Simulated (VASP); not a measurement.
Ba, 4 atoms in the cell. It takes space group P6_3/mmc (No. 194, hexagonal). Conventional cell: a = 6.679 Å, b = 6.679 Å, c = 6.698 Å, α = 90.00°, β = 90.00°, γ = 120.00°. Within 4.4 Å of Ba (site symmetry -6m2) lie 5 Ba at 3.35 to 3.86 Å. Within 5.2 Å of Ba (site symmetry -6m2) lie 15 Ba at 3.86 to 5.11 Å. This isn't the form of Ba at room conditions, which is bcc.

- Program: VASP 6.6.1
- Task: single point
- Functional: PBE
- Potentials or basis: VASP PAW PBE potentials, release 64 (Ba_sv)
- Cutoff: 520 eV
- k mesh: 9 × 9 × 8
- Occupations: gaussian, width 0.1 eV
- Spin: no spin polarisation
- Dipole correction: no
- Further INCAR settings: ALGO = Fast; EDIFF = 1e-07; NBANDS = 28

Potentials or basis: VASP PAW PBE potentials, release 64 (Ba_sv).

Run with:

```bash
$ cat potpaw_PBE.64/Ba_sv/POTCAR > POTCAR
$ mpirun -np 1 vasp_std > vasp.out
```

Hardware: 1 thread of Intel(R) Xeon(R) Platinum 8559C (Emerald Rapids) (shared host).

Problem. How long does it take, and how much memory?

Solution. Run time: 12 min on 1 thread of Intel(R) Xeon(R) Platinum 8559C (Emerald Rapids), on a shared host, peak memory 0.55 GiB. Counts: scf iterations 19, k points 60.
